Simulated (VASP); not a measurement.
# SiC (pbe) (R3m) in VASP: a series of runs, part 2 of 2

VASP 6.6.1. The steps go on from the part before.

## (4) Relaxation of the atoms, PBE (strained cell)

File INCAR:

```
  PREC = Accurate
  ENCUT = 520
  EDIFF = 1E-7
  ISMEAR = 0
  SIGMA = 0.02
  LREAL = F
  LASPH = T
  NELM = 120
  ALGO = Normal
  ISIF = 2
  LWAVE = F
  LCHARG = F
  GGA = PE
  IBRION = 2
  NSW = 60
  EDIFFG = -0.002
  GGA_COMPAT = F
  NELMIN = 4
```

File KPOINTS:

```
Automatic mesh
0
Gamma
  9 9 9
```

File POSCAR:

```
SiC
1.0
    0.0350379558      2.1920621084      2.1920621084
    2.1920621084      0.0350379558      2.1920621084
    2.1920621084      2.1920621084      0.0350379558
Si C
1 1
Direct
    0.0000000000      0.0000000000      0.0000000000
    0.2500000000      0.2500000000      0.2500000000
```

Potentials or basis: VASP PAW PBE potentials, release 64 (Si, C).

The run is started by

```sh
cat potpaw_PBE.64/Si/POTCAR potpaw_PBE.64/C/POTCAR > POTCAR
mpirun -np 1 vasp_std > vasp.out
```

OUTCAR:

```text
PREC = Accurate
   ENCUT = 520
   EDIFF = 1E-7
   ISMEAR = 0
   LREAL = F
   LASPH = T
   NELM = 120
   ISIF = 2
   GGA = PE
   IBRION = 2
   NSW = 60
   EDIFFG = -0.002
   NELMIN = 4

 ion  position               nearest neighbor table
   1  0.000  0.000  0.000-   2 1.87   2 1.87   2 1.87   2 1.91
   2  0.250  0.250  0.250-   1 1.87   1 1.87   1 1.87   1 1.91

  LATTYP: Found a trigonal (rhomboedric) cell.
 ALAT       =     3.1002419635
 COS(alpha) =     0.5159181104

  Lattice vectors:

 A1 = (   0.0350379558,   2.1920621084,   2.1920621084)
 A2 = (   2.1920621084,   0.0350379558,   2.1920621084)
 A3 = (   2.1920621084,   2.1920621084,   0.0350379558)

Analysis of symmetry for initial positions (statically):
=====================================================================
 Subroutine PRICEL returns:
 Original cell was already a primitive cell.

 Routine SETGRP: Setting up the symmetry group for a
 trigonal (rhombohedral) supercell.

 Subroutine GETGRP returns: Found  6 space group operations
 (whereof  6 operations were pure point group operations)
 out of a pool of 12 trial point group operations.

The static configuration has the point symmetry C_3v.

Analysis of symmetry for dynamics (positions and initial velocities):
=====================================================================
 Subroutine PRICEL returns:
 Original cell was already a primitive cell.

 Routine SETGRP: Setting up the symmetry group for a
 trigonal (rhombohedral) supercell.

 Subroutine GETGRP returns: Found  6 space group operations
 (whereof  6 operations were pure point group operations)
 out of a pool of 12 trial point group operations.

The dynamic configuration has the point symmetry C_3v.
[... 127 lines left out ...]
   IVDW    =     0    specifies the selected vdW correction
   LEPSILON=     F    determine dielectric tensor
   LRPA    =     F    only Hartree local field effects (RPA)
 conjugate gradient relaxation of ions
 non-spin polarized calculation
 Gauss-broadening in eV      SIGMA  =   0.02
  energy-cutoff  :      520.00
  volume of cell :       20.56
 maximum number of plane-waves:       563
   NGX = 11   NGY = 11   NGZ = 11

--------------------------------------- Ionic step        1  -------------------------------------------

 number of electron       8.0000000 magnetization

 Free energy of the ion-electron system (eV)
  ---------------------------------------------------
  ext. energy  EPLUGINS =         0.00000000
  ---------------------------------------------------
  free energy    TOTEN  =       -15.04051487 eV

  energy without entropy =      -15.04051487  energy(sigma->0) =      -15.04051487

------------------------ aborting loop because EDIFF is reached ----------------------------------------

  FORCE on cell =-STRESS in cart. coord.  units (eV):
  Direction    XX          YY          ZZ          XY          YZ          ZX
  --------------------------------------------------------------------------------------
  -------------------------------------------------------------------------------------
  Total        0.6202564      0.6202564      0.6202564     -0.5652537     -0.5652537     -0.5652537
  in kB       48.3316799     48.3316799     48.3316799    -44.0457526    -44.0457526    -44.0457526
  external PRESSURE =      48.3316799 kB  Pullay stress =       0.0000000 kB
[... 59 lines left out ...]
--------------------------------------- Ionic step        3  -------------------------------------------

 number of electron       8.0000000 magnetization

 Free energy of the ion-electron system (eV)
  ---------------------------------------------------
  ext. energy  EPLUGINS =         0.00000000
  ---------------------------------------------------
  free energy    TOTEN  =       -15.04176886 eV

  energy without entropy =      -15.04176886  energy(sigma->0) =      -15.04176886

 E-fermi :   8.4390     XC(G=0): -11.3841

 val. band max:        8.2623828103   @ k =   0.0000   0.0000   0.0000
 cond. band min:       9.6625701040   @ k =   0.4444   0.4444   0.0000
 fundamental gap:      1.4001872937
 Fermi energy:         8.4390157602

 k-point     1 :       0.0000    0.0000    0.0000
  band No.  band energies     occupation
      1      -7.2751      2.00000
      2       8.0158      2.00000
      3       8.2624      2.00000
      4       8.2624      2.00000
      5      14.2741      0.00000
      6      15.4067      0.00000
      7      15.7058      0.00000
      8      15.7058      0.00000
[... 243 lines left out ...]
 k-point    24 :       0.4444    0.4444    0.0000
  band No.  band energies     occupation
      1      -2.6937      2.00000
      2       0.8929      2.00000
      3       4.9103      2.00000
      4       5.1915      2.00000
      5       9.6626      0.00000
      6      12.6373      0.00000
      7      21.9406      0.00000
      8      21.9933      0.00000

 [... further k-points ...]

------------------------ aborting loop because EDIFF is reached ----------------------------------------

  FORCE on cell =-STRESS in cart. coord.  units (eV):
  Direction    XX          YY          ZZ          XY          YZ          ZX
  --------------------------------------------------------------------------------------
  -------------------------------------------------------------------------------------
  Total        0.6058854      0.6058854      0.6058854     -0.5180063     -0.5180063     -0.5180063
  in kB       47.2118635     47.2118635     47.2118635    -40.3641400    -40.3641400    -40.3641400
  external PRESSURE =      47.2118635 kB  Pullay stress =       0.0000000 kB
[... 17 lines left out ...]
  FREE ENERGIE OF THE ION-ELECTRON SYSTEM (eV)
  ---------------------------------------------------
  free  energy   TOTEN  =       -15.0417688604 eV

  energy  without entropy=      -15.0417688604  energy(sigma->0) =      -15.04176886

 reached required accuracy - stopping structural energy minimisation
```

OSZICAR:

```text
N       E                     dE             d eps       ncg     rms          rms(c)
DAV:   1     0.583488338767E+01    0.58349E+01   -0.41350E+03  1408   0.838E+02
DAV:   2    -0.164972705828E+02   -0.22332E+02   -0.21428E+02  1928   0.111E+02
DAV:   3    -0.169170201689E+02   -0.41975E+00   -0.41975E+00  1576   0.184E+01
DAV:   4    -0.169185653148E+02   -0.15451E-02   -0.15451E-02  2168   0.115E+00
[... 19 lines left out ...]
DAV:   1    -0.150418243878E+02   -0.78481E-03   -0.58841E-02  1368   0.219E+00    0.622E-02
DAV:   2    -0.150417921739E+02    0.32214E-04   -0.53942E-04  2184   0.227E-01    0.308E-02
DAV:   3    -0.150417682236E+02    0.23950E-04   -0.10883E-04  1488   0.835E-02    0.469E-03
DAV:   4    -0.150417687740E+02   -0.55037E-06   -0.69969E-06  1776   0.249E-02    0.425E-03
DAV:   5    -0.150417688604E+02   -0.86394E-07   -0.15137E-07  1840   0.390E-03
   3 F= -.15041769E+02 E0= -.15041769E+02  d E =-.125399E-02
```

Run time: 13 s. Hardware: 1 thread of Intel Xeon Platinum 8488C (Sapphire Rapids), shared host; peak memory 0.14 GiB.

Results:

- Free energy: -15.0418 eV
- Energy gained by relaxing: 0.6 meV/atom
- Ionic steps: 3
- Pressure after relaxing: 4.7 GPa
- Band gap on the k mesh: 1.40 eV, indirect (least direct gap 4.47 eV)

Stress tensor (GPa, compression positive):
```
 4.72 -4.04 -4.04
-4.04  4.72 -4.04
-4.04 -4.04  4.72
```

The path:
| step | energy change (eV) | largest force (eV/Å) | pressure (GPa) |
| --- | --- | --- | --- |
| 1 | 0.0000 | 0.2126 | 4.83 |
| 2 | -0.0005 | 0.1665 | 4.66 |
| 3 | -0.0013 | 0.0001 | 4.72 |

Final structure:
```
Si C
1.0
     0.03504    2.19206    2.19206
     2.19206    0.03504    2.19206
     2.19206    2.19206    0.03504
Si C
1 1
Direct
  0.00076 0.00076 0.00076
  0.24924 0.24924 0.24924
```

Caveat: the cell differs from its parent crystal (strained cell). A k mesh can miss the band edges.
